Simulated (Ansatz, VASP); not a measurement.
## ScAl3 in VASP and in Ansatz

Contents of INCAR:

```
SYSTEM = ScAl3
PREC = Accurate ; ENCUT = 520
EDIFF = 1E-7 ; ISMEAR = 0
SIGMA = 0.15 ; LREAL = .FALSE.
LASPH = .TRUE. ; NELM = 100
ALGO = Fast ; ISIF = 2
LWAVE = .FALSE. ; LCHARG = .TRUE.
GGA = PE ; LELF = .TRUE.
LVHAR = .TRUE. ; NBANDS = 18
```

Contents of KPOINTS:

```
regular mesh
0
G
  12 12 12
  0 0 0
```

File POSCAR:

```
ScAl3
1.0
    4.1053305968      0.0000000000      0.0000000000
    0.0000000000      4.1053305968      0.0000000000
    0.0000000000      0.0000000000      4.1053305968
Sc Al
1 3
Direct
   -0.0057356296      0.0057356296      0.0000000000
    0.5000000000      0.0000000000      0.5000000000
    0.0000000000      0.5000000000      0.5000000000
    0.5000000000      0.5000000000      0.0000000000
```

Input for Ansatz:

```yaml
crystal:
  lattice:
    - [4.1053305968, 0.0, 0.0]
    - [0.0, 4.1053305968, 0.0]
    - [0.0, 0.0, 4.1053305968]
  atoms:
    - { symbol: Sc, position: [-0.0057356296, 0.0057356296, 0.0] }
    - { symbol: Al, position: [0.5, 0.0, 0.5] }
    - { symbol: Al, position: [0.0, 0.5, 0.5] }
    - { symbol: Al, position: [0.5, 0.5, 0.0] }
basis:
  ecutwfc: 420
kpoints:
  mp_grid: { grid: [12, 12, 12] }
hamiltonian:
  xc: pbe
scf:
  occupations: { method: gaussian, width: 0.15 }
output:
  forces: true
  stress: true
  eigenvalues: true
  write_density: true
  write_potential: true
  elf: true
  volumetric_format: npy
```

Alike in both runs: task single point; functional PBE; k mesh 12 × 12 × 12; occupations gaussian, width 0.15 eV; no spin polarisation.

|  | VASP | Ansatz |
| --- | --- | --- |
| version | VASP 6.6.1 | Ansatz 0.2.0 |
| potentials or method | VASP PAW PBE potentials, release 64 (Sc_sv, Al), cutoff 520 eV | scalar-relativistic, plane waves, PAW |
| valence electrons in the cell | 20 | 20 |

|  | VASP | Ansatz | Ansatz less VASP |
| --- | --- | --- | --- |
| gap on the k mesh at the Fermi level (eV) | none | none | - |
| pressure (GPa) | 0.1 | 0.1 | -0.03 |
| rms of the force components (eV/Å) | 0.107 | 0.107 | -0.0002 |

Atom by atom the forces differ by 0.000 eV/Å (rms over components). A gap of «none» marks a metal or a gap that the smearing closes.
